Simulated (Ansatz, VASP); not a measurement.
Ir2Pb in VASP and in Ansatz

```
Ir Pb
1.0
     0.00000    3.83442    3.83442
     3.83442    0.00000    3.83442
     3.83442    3.83442    0.00000
Ir Pb
4 2
Direct
  0.62500 0.62500 0.62500
  0.12500 0.62500 0.62500
  0.62500 0.62500 0.12500
  0.62500 0.12500 0.62500
  0.00000 0.00000 0.00000
  0.25000 0.25000 0.25000
```

Alike in both runs: functional PBE; k mesh 4 × 4 × 4; occupations gaussian, width 0.1 eV; no spin polarisation.

Ansatz relaxed the structure, and its values are those at the end. VASP's run is a single point on that final structure, the one shown.

```csv
,VASP,Ansatz
version,VASP 6.6.1,Ansatz 0.2.0
potentials or method,"VASP PAW PBE potentials, release 64 (Ir, Pb_d), cutoff 520 eV","scalar-relativistic, plane waves, PAW"
valence electrons in the cell,64,96
```

```csv
,VASP,Ansatz,Ansatz less VASP
gap on the k mesh at the Fermi level (eV),none,none,-
pressure (GPa),0.1,0.1,-0.09
```

A gap of «none» marks a metal or a gap that the smearing closes. VASP's potentials hold 64 valence electrons a cell and Ansatz's 96, so a difference there can come from the potentials and not from the codes.

Spin-orbit coupling is off throughout.
